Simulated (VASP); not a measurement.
Ge: relaxation of cell and atoms with PBE

Crystal: Ge.

```
CELL_PARAMETERS angstrom
-1.50422 1.51772 2.06762
1.50422 -1.51772 2.06762
1.50422 1.51772 -2.06762
ATOMIC_POSITIONS crystal
Ge 0.00000 0.50000 0.50000
```

The cell was generated, and may not be a known phase.

```
Program                : VASP 6.6.1
Task                   : relaxation of cell and atoms
Functional             : PBE
Potentials or basis    : VASP PAW PBE potentials, release 64 (Ge_d)
Cutoff                 : 600 eV
k mesh                 : 8 × 8 × 8
Occupations            : gaussian, width 0.1 eV
Spin                   : no spin polarisation
Dipole correction      : no
Further INCAR settings : ALGO = Normal; EDIFF = 1e-06; IBRION = 2; EDIFFG = -0.04; NSW = 90; ISIF = 3
```

| Quantity | Value |
| --- | --- |
| Relaxed volume | 19.34 Å³/atom |
| Relaxed cell | a = 2.954 Å, b = 2.954 Å, c = 2.954 Å, α = 114.55°, β = 115.56°, γ = 98.81° |
| Space group after relaxing (to 0.1 Å) | I4/mmm (No. 139) |
| Energy gained by relaxing | 23.7 meV/atom |
| Ionic steps | 16 |
| Pressure after relaxing | 0.0 GPa |
| Band gap on the k mesh | zero (bands 7 and 8 overlap by 10.73 eV) |

Stress tensor (GPa, compression positive):
```
-0.16  0.00  0.00
 0.00 -0.12  0.00
 0.00  0.00  0.16
```

The path:
```
step  energy change (eV)  largest force (eV/Å)  pressure (GPa)  volume (Å³)
   1              0.0000                0.0000            2.47        18.88
   2             -0.0070                0.0000           -0.35        19.69
   3             -0.0070                0.0000           -0.52        19.68
   4             -0.0071                0.0000           -0.25        19.63
   5             -0.0071                0.0000           -0.39        19.64
   6             -0.0084                0.0000           -0.63        19.61
   7             -0.0127                0.0000           -0.25        19.51
   8             -0.0228                0.0000            0.07        19.27
   9             -0.0227                0.0000           -0.01        19.33
  10             -0.0230                0.0000           -0.19        19.30
  11             -0.0220                0.0000            0.76        19.08
  12             -0.0235                0.0000            0.29        19.22
  13             -0.0236                0.0000           -0.34        19.41
  14             -0.0237                0.0000            0.28        19.32
  15             -0.0237                0.0000           -0.43        19.37
  16             -0.0237                0.0000           -0.04        19.34
```

Final structure:
```xyz
1
Lattice="-1.5971 1.5751 1.9223 1.5971 -1.5751 1.9223 1.5971 1.5751 -1.9223" Properties=species:S:1:pos:R:3 pbc="T T T"
Ge    1.5971    0.0000    0.0000
```

Levels at points of the mesh, in eV from the Fermi level:
```tsv
k point	band 4	band 5	band 6	band 7	band 8	band 9	band 10	band 11
(0.00, 0.00, 0.00)	-24.71	-24.67	-12.97	8.61	8.76	8.99	13.64	14.03
(0.50, 0.00, 0.00)	-24.66	-24.64	-7.71	-5.33	5.30	7.31	10.54	10.94
(0.00, 0.50, 0.00)	-24.67	-24.64	-7.84	-5.37	5.53	7.56	10.80	11.26
(0.50, 0.50, 0.00)	-24.66	-24.62	-6.45	-4.67	2.99	4.20	7.44	7.59
(0.50, 0.50, 0.50)	-24.63	-24.63	-3.90	-2.83	0.94	1.30	4.76	5.59
```

It took 120 s on 1 thread of Intel(R) Xeon(R) Platinum 8375C CPU @ 2.90GHz (Ice Lake), on a shared host, peak memory 0.15 GiB.
